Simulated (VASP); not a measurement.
Si, 2 atoms in the cell. It takes space group Fd-3m (No. 227, cubic). The conventional cell has a = 5.470 Å, b = 5.470 Å, c = 5.470 Å, α = 90.00°, β = 90.00°, γ = 90.00°. Si (site symmetry -43m) has 4 Si at 2.37 Å within 3.1 Å. 

```yaml
Program: VASP 6.6.1
Task: single point
Functional: PBE
Potentials_or_basis: VASP PAW PBE potentials, release 64 (Si)
Cutoff: 500 eV
k_mesh: 8 × 8 × 8
Occupations: gaussian, width 0.02 eV
Spin: no spin polarisation
Dipole_correction: no
Further_INCAR_settings: ALGO = Normal; EDIFF = 1e-06; NBANDS = 11
```

Potentials or basis: VASP PAW PBE potentials, release 64 (Si).

Command:

```sh
$ cat potpaw_PBE.64/Si/POTCAR > POTCAR
$ mpirun -np 1 vasp_std > vasp.out
```

Hardware: 1 thread of Intel Xeon 8259CL, on a shared host.

Problem. How long does it take, and how much memory?

Solution. It took 15 s on 1 thread of Intel Xeon 8259CL, on a shared host, peak memory 0.15 GiB. Counts: scf iterations 11, k points 29.
